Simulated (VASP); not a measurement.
A run of VASP 6.6.1:

The input INCAR:

```
ALGO = Normal ; EDIFF = 1E-6
ENCUT = 520 ; GGA = PS
ISIF = 2 ; ISMEAR = -1
LASPH = True ; LCHARG = False
LREAL = False ; LWAVE = False
NBANDS = 10 ; NELM = 100
PREC = Accurate ; SIGMA = 0.1
```

The input KPOINTS:

```
k-points
0
Gamma
  7 7 7
```

The input POSCAR:

```
Cs
1.0
    4.7876622038      0.0000000000      0.0000000000
    0.0000000000      4.7876622038      0.0000000000
    0.0000000000      0.0000000000      4.7876622038
Cs
1
Direct
    0.0000000000      0.0000000000      0.0000000000
```

Potentials or basis: VASP PAW PBE potentials, release 64 (Cs_sv).

Run with:

```sh
$ cat potpaw_PBE.64/Cs_sv/POTCAR > POTCAR
$ mpirun -np 1 vasp_std > vasp.out
```

Hardware: 1 thread of Intel(R) Xeon(R) 6975P-C (Granite Rapids) (shared host).

Problem. Estimate the wall time of this run.

Solution. Run time: 7.9 s on 1 thread of Intel(R) Xeon(R) 6975P-C (Granite Rapids), with other jobs on the host, peak memory 0.19 GiB. Counts: scf iterations 10, k points 20.
